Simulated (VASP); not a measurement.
# BiTe (P1) in VASP: single point with PBEsol

Aim: the single point of BiTe with PBEsol.

All numbers are computed with VASP 6.6.1; they aren't measurements. Logs are shortened: lines on timing, memory, paths and dates and some standing lists are left out, and cuts for length are marked.

## Step 1: The cell of the first run

The typed cell holds 8 atoms: a = 6.695 Å, b = 6.427 Å, c = 6.369 Å, α = 98.02°, β = 97.61°, γ = 95.77°.

## Step 2: Single point, PBEsol (atoms moved at random and the cell strained at random)

Contents of INCAR:

```
ALGO = Fast
EDIFF = 1E-6
ENCUT = 520
GGA = PS
ISIF = 2
ISMEAR = 0
LASPH = True
LCHARG = False
LREAL = False
LWAVE = False
NBANDS = 52
NELM = 100
PREC = Accurate
SIGMA = 0.15
```

Contents of KPOINTS:

```
k-points
0
Gamma
  6 6 6
```

Contents of POSCAR:

```
BiTe
1.0
   -4.9571144793     -2.9395362715      3.4078401891
    4.7766547235     -2.8411555680      3.2272162639
   -0.0050296894      5.5502831067      3.1232224818
Bi Te
4 4
Direct
    0.5318100222      0.5144325427      0.5102244534
   -0.0324411266      0.0287633974      0.5296093420
    0.0251361107      0.5193581037      0.0177629323
    0.4160782647     -0.0518094899      0.0162051562
    0.0729431973      0.0018176193     -0.0373955421
    0.4634251907      0.4988173110     -0.0719868311
    0.5294222919      0.0068379449      0.5197039998
   -0.0063739508      0.4817825710      0.5158764895
```

Potentials or basis: VASP PAW PBE potentials, release 64 (Bi_d, Te).

On the command line:

```console
> cat potpaw_PBE.64/Bi_d/POTCAR potpaw_PBE.64/Te/POTCAR > POTCAR
> mpirun -np 1 vasp_std > vasp.out
```

OUTCAR:

```text
EDIFF = 1E-6
   ENCUT = 520
   GGA = PS
   ISIF = 2
   ISMEAR = 0
   LASPH = True
   LREAL = False
   NELM = 100
   PREC = Accurate

 ion  position               nearest neighbor table
   1  0.532  0.514  0.510-   6 2.77   8 3.12   7 3.16   7 3.27   8 3.59   6 3.66
   2  0.968  0.029  0.530-   5 2.79   8 2.91   7 2.91   8 3.53   5 3.75   7 3.79
   3  0.025  0.519  0.018-   6 3.08   8 3.15   5 3.16   8 3.25   5 3.35   4 3.61   6 3.71
   4  0.416  0.948  0.016-   5 2.34   6 2.92   7 3.16   7 3.41   3 3.61   6 3.65
   5  0.073  0.002  0.963-   4 2.34   2 2.79   3 3.16   3 3.35   2 3.75
   6  0.463  0.499  0.928-   1 2.77   4 2.92   3 3.08   4 3.65   1 3.66   3 3.71
   7  0.529  0.007  0.520-   2 2.91   4 3.16   1 3.16   1 3.27   4 3.41   2 3.79
   8  0.994  0.482  0.516-   2 2.91   1 3.12   3 3.15   3 3.25   2 3.53   1 3.59

  LATTYP: Found a triclinic cell.
 ALAT       =     6.4267814747
 B/A-ratio  =     1.5149016720
 C/A-ratio  =     0.9909607166
 COS(alpha) =     0.0010812933
 COS(beta)  =     0.1396018884
 COS(gamma) =     0.7292930238

  Lattice vectors:

 A1 = (  -4.7766547235,   2.8411555680,  -3.2272162639)
 A2 = (  -9.7337692028,  -0.0983807035,   0.1806239252)
 A3 = (  -0.0050296894,   5.5502831067,   3.1232224818)

Analysis of symmetry for initial positions (statically):
=====================================================================
 Subroutine PRICEL returns:
 Original cell was already a primitive cell.

 Routine SETGRP: Setting up the symmetry group for a
 triclinic supercell.

 Subroutine GETGRP returns: Found  1 space group operations
 (whereof  1 operations were pure point group operations)
 out of a pool of  2 trial point group operations.

The static configuration has the point symmetry C_1 .

Analysis of symmetry for dynamics (positions and initial velocities):
=====================================================================
 Subroutine PRICEL returns:
 Original cell was already a primitive cell.

 Routine SETGRP: Setting up the symmetry group for a
 triclinic supercell.

 Subroutine GETGRP returns: Found  1 space group operations
 (whereof  1 operations were pure point group operations)
 out of a pool of  2 trial point group operations.

The dynamic configuration has the point symmetry C_1 .

 Subroutine INISYM returns: Found  1 space group operations
 (whereof  1 operations are pure point group operations),
 and found     1 'primitive' translations

----------------------------------------------------------------------------------------

                                     Primitive cell

  volume of cell :     266.9795

  direct lattice vectors                    reciprocal lattice vectors
    -4.957114479 -2.939536272  3.407840189    -0.100328023 -0.055939829  0.099249180
     4.776654724 -2.841155568  3.227216264     0.105233938 -0.057925913  0.103109693
    -0.005029689  5.550283107  3.123222482     0.000732958  0.120892268  0.105345481

  length of vectors
     6.695314198  6.426781475  6.368687976     0.151807037  0.158307303  0.160353198

  position of ions in fractional coordinates (direct lattice)
     0.531810022  0.514432543  0.510224453
     0.967558873  0.028763397  0.529609342
     0.025136111  0.519358104  0.017762932
     0.416078265  0.948190510  0.016205156
     0.072943197  0.001817619  0.962604458
     0.463425191  0.498817311  0.928013169
     0.529422292  0.006837945  0.519704000
     0.993626049  0.481782571  0.515876490

  ion indices of the primitive-cell ions
   primitive index   ion index
                 1           1
                 2           2
                 3           3
                 4           4
                 5           5
                 6           6
                 7           7
                 8           8

----------------------------------------------------------------------------------------

 KPOINTS: k-points

Automatic generation of k-mesh.
 Grid dimensions read from file:
 generate k-points for:    6    6    6

 Generating k-lattice:

  Cartesian coordinates                     Fractional coordinates (reciprocal lattice)
    -0.016721337 -0.009323305  0.016541530     0.166666667  0.000000000  0.000000000
     0.017538990 -0.009654319  0.017184949     0.000000000  0.166666667  0.000000000
     0.000122160  0.020148711  0.017557580    -0.000000000 -0.000000000  0.166666667

  Length of vectors
     0.025301173  0.026384550  0.026725533

  Shift w.r.t. Gamma in fractional coordinates (k-lattice)
     0.000000000  0.000000000  0.000000000

 Subroutine IBZKPT returns following result:
 ===========================================

 Found    112 irreducible k-points:

 Following reciprocal coordinates:
            Coordinates               Weight
  0.000000  0.000000  0.000000      1.000000
  0.166667  0.000000  0.000000      2.000000
  0.333333 -0.000000  0.000000      2.000000
  0.500000 -0.000000  0.000000      1.000000
  0.000000  0.166667  0.000000      2.000000
  0.166667  0.166667  0.000000      2.000000
[... 16 lines left out ...]
  0.333333 -0.000000  0.166667      2.000000
  0.500000 -0.000000  0.166667      2.000000
 [... further k-points ...]
   k-points           NKPTS =    112   k-points in BZ     NKDIM =    112   number of bands    NBANDS=     52
   number of dos      NEDOS =    301   number of ions     NIONS =      8
   total plane-waves  NPLWV = 115200
   dimension x,y,z NGX =    50 NGY =   48 NGZ =   48
   dimension x,y,z NGXF=   100 NGYF=   96 NGZF=   96
   ions per type =               4   4
   NGX,Y,Z   is equivalent  to a cutoff of  12.42, 12.42, 12.53 a.u.
   NGXF,Y,Z  is equivalent  to a cutoff of  24.83, 24.83, 25.06 a.u.
 SYSTEM =  unknown system
   PREC   = accura    normal or accurate (medium, high low for compatibility)
   ISTART =      0    job   : 0-new  1-cont  2-samecut
   ICHARG =      2    charge: 1-file 2-atom 10-const
   ISPIN  =      1    spin polarized calculation?
   LNONCOLLINEAR =      F non collinear calculations
   LSORBIT =      F    spin-orbit coupling
   LASPH  =      T    aspherical Exc in radial PAW
   ENCUT  =  520.0 eV  38.22 Ry    6.18 a.u.  12.45 11.95 11.84*2*pi/ulx,y,z
   NELM   =    100;   NELMIN=  2; NELMDL= -5     # of ELM steps
   EDIFF  = 0.1E-05   stopping-criterion for ELM
   LREAL  =      F    real-space projection
   EDIFFG = 0.1E-04   stopping-criterion for IOM
   NSW    =      0    number of steps for IOM
   IBRION =     -1    ionic relax: 0-MD 1-quasi-New 2-CG
   NFREE  =      0    steps in history (QN), initial steepest desc. (CG)
   ISIF   =      2    stress and relaxation
   ISYM   =      2    0-nonsym 1-usesym 2-fastsym
   POTIM  = 0.5000    time-step for ionic-motion
   TEBEG  =    0.0;   TEEND  =   0.0 temperature during run
   PSTRESS=    0.0 pullay stress
   NELECT =      84.0000    total number of electrons
   NUPDOWN=      -1.0000    fix difference up-down
   EMIN   =  10.00;   EMAX   =-10.00  energy-range for DOS
   EFERMI =   0.00;   METHOD = LEGACY
   ISMEAR =     0;   SIGMA  =   0.15  broadening in eV -4-tet -1-fermi 0-gaus
   EFERMI_NEDOS =   21; number of points for ismear=-14 and -15
   IALGO  =     68    algorithm
   IMIX   =      4    mixing-type and parameters
     AMIX     =   0.40;   BMIX     =  1.00
     AMIX_MAG =   1.60;   BMIX_MAG =  1.00
  volume/ion in A,a.u.               =      33.37       225.21
  Fermi-wavevector in a.u.,A,eV,Ry     =   1.113462  2.104138 16.868462  1.239797
  Thomas-Fermi vector in A             =   2.250047
   LORBIT       =      0    0 simple, 1 ext, 2 COOP (PROOUT), +10 PAW based schemes
   GGA     = PS    functional components
   LHFCALC =     F    Hartree Fock is set to
   AEXX    =    0.0000 exact exchange contribution
   IVDW    =     0    specifies the selected vdW correction
   LEPSILON=     F    determine dielectric tensor
   LRPA    =     F    only Hartree local field effects (RPA)
 non-spin polarized calculation
 RMM-DIIS sequential band-by-band and
 Gauss-broadening in eV      SIGMA  =   0.15
  energy-cutoff  :      520.00
  volume of cell :      266.98
 maximum number of plane-waves:      7220
 NGX is ok and might be reduce to    50
   NGX = 25   NGY = 23   NGZ = 23

 number of electron      83.9999998 magnetization

 Free energy of the ion-electron system (eV)
  ---------------------------------------------------
  ext. energy  EPLUGINS =         0.00000000
  ---------------------------------------------------
  free energy    TOTEN  =       -28.51749181 eV

  energy without entropy =      -28.46268199  energy(sigma->0) =      -28.49008690

 E-fermi :   6.8708     XC(G=0):  -9.5621

 val. band max:        6.8674565012   @ k =   0.5000   0.3333   0.3333
 cond. band min:       6.8720287775   @ k =   0.5000   0.0000   0.3333
 fundamental gap:      0.0045722762
 Fermi energy:         6.8708286161

 k-point     1 :       0.0000    0.0000    0.0000
  band No.  band energies     occupation
      1     -17.0103      2.00000
      2     -16.7432      2.00000
      3     -16.7087      2.00000
      4     -16.6096      2.00000
      5     -16.5950      2.00000
      6     -16.5863      2.00000
[... 44 lines left out ...]
     51      10.4599      0.00000
     52      11.0781      0.00000

 k-point     2 :       0.1667    0.0000    0.0000
  band No.  band energies     occupation
      1     -17.0102      2.00000
      2     -16.7431      2.00000
      3     -16.7086      2.00000
      4     -16.6094      2.00000
      5     -16.5950      2.00000
      6     -16.5865      2.00000
[... 44 lines left out ...]
     51      10.5287      0.00000
     52      10.9231      0.00000
[... 1153 lines left out ...]
     51      10.3519      0.00000
     52      10.6649      0.00000

 k-point    24 :       0.5000   -0.0000    0.1667
  band No.  band energies     occupation
      1     -17.0098      2.00000
      2     -16.7431      2.00000
      3     -16.7084      2.00000
      4     -16.6089      2.00000
      5     -16.5948      2.00000
      6     -16.5868      2.00000
[... 44 lines left out ...]
     51      10.0980      0.00000
     52      10.4628      0.00000

 [... further k-points ...]

------------------------ aborting loop because EDIFF is reached ----------------------------------------

  FORCE on cell =-STRESS in cart. coord.  units (eV):
  Direction    XX          YY          ZZ          XY          YZ          ZX
  --------------------------------------------------------------------------------------
  -------------------------------------------------------------------------------------
  Total       18.2527123      8.9847026      9.6802399      2.3279137      0.2200072     -8.0029169
  in kB      109.5368090     53.9183238     58.0923302     13.9701015      1.3202906    -48.0265049
  external PRESSURE =      73.8491543 kB  Pullay stress =       0.0000000 kB

 VOLUME and BASIS-vectors are now :
 -----------------------------------------------------------------------------
  energy-cutoff  :      520.00
  volume of cell :      266.98
      direct lattice vectors                 reciprocal lattice vectors
    -4.957114479 -2.939536272  3.407840189    -0.100328023 -0.055939829  0.099249180
     4.776654724 -2.841155568  3.227216264     0.105233938 -0.057925913  0.103109693
    -0.005029689  5.550283107  3.123222482     0.000732958  0.120892268  0.105345481

 POSITION                                       TOTAL-FORCE (eV/Angst)
 -----------------------------------------------------------------------------------
     -0.18154     -0.19297      5.06605        -0.197726     -1.078284     -0.867866
     -4.66157      0.01359      5.04420        -0.676320     -1.321055     -0.945392
      2.35610     -1.45088      1.81722        -0.024900      0.552796     -0.316396
      2.46655     -3.82709      4.52856        -7.095688     -2.960778      5.432044
     -0.35775      5.12314      3.26087         7.780354      3.459511     -3.799014
      0.08076      2.37126      6.08746        -0.826906      1.407065      0.542730
     -2.59436      1.30882      3.44941         0.530764      0.553440     -0.234611
     -2.62680     -1.42636      6.55213         0.510421     -0.612695      0.188505
 -----------------------------------------------------------------------------------
    total drift:                                0.001093     -0.000971     -0.000514

  FREE ENERGIE OF THE ION-ELECTRON SYSTEM (eV)
  ---------------------------------------------------
  free  energy   TOTEN  =       -28.5174918108 eV

  energy  without entropy=      -28.4626819924  energy(sigma->0) =      -28.49008690
```

It took 42 min on 1 thread of Oxide Virtual Turin-like, shared host; peak memory 1.1 GiB.

What came out:

```
Free energy            : -28.5175 eV
Pressure               : 7.4 GPa
Largest force          : 9.414 eV/Å
Band gap on the k mesh : zero (bands 42 and 43 overlap by 1.72 eV)
```

Forces on the atoms (eV/Å):
```
Bi  -0.198 -1.078 -0.868
Bi  -0.676 -1.321 -0.945
Bi  -0.025  0.553 -0.316
Bi  -7.096 -2.961  5.432
Te   7.780  3.460 -3.799
Te  -0.827  1.407  0.543
Te   0.531  0.553 -0.235
Te   0.510 -0.613  0.189
```

Caveat: the cell differs from its parent crystal (atoms moved at random and the cell strained at random); the cell stands under pressure; the PAW data sets were made with another functional, which shifts forces and pressure a little; spin-orbit coupling is left out, which moves the levels of the heavy elements.
